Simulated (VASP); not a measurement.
A run of VASP 6.6.1:

INCAR

```
PREC = Accurate
ENCUT = 520
EDIFF = 1E-6
ISMEAR = 0
SIGMA = 0.1
LREAL = F
LASPH = T
NELM = 80
ALGO = Fast
ISIF = 2
LWAVE = F
LCHARG = F
GGA = PE
NBANDS = 25
```

Contents of KPOINTS:

```
regular mesh
0
Gamma
  12 12 12
```

POSCAR

```
Ta2Sn
1.0
    0.0000000000      3.2776097094      3.2776097094
    3.2776097094      0.0000000000      3.2776097094
    3.2776097094      3.2776097094      0.0000000000
Ta Sn
2 1
Direct
    0.2500000000      0.2500000000      0.2500000000
    0.5000000000      0.5000000000      0.5000000000
    0.0000000000      0.0000000000      0.0000000000
```

Potentials or basis: VASP PAW PBE potentials, release 64 (Ta_pv, Sn_d).

The run is started by

```sh
$ cat potpaw_PBE.64/Ta_pv/POTCAR potpaw_PBE.64/Sn_d/POTCAR > POTCAR
$ mpirun -np 1 vasp_std > vasp.out
```

Hardware: 1 thread of Intel(R) Xeon(R) 6975P-C (Granite Rapids) (shared host).

Task: Estimate the wall time of this run.

Result: Run time: 66 s on 1 thread of Intel(R) Xeon(R) 6975P-C (Granite Rapids) (shared host), peak memory 0.28 GiB. Counts: scf iterations 15, k points 72.
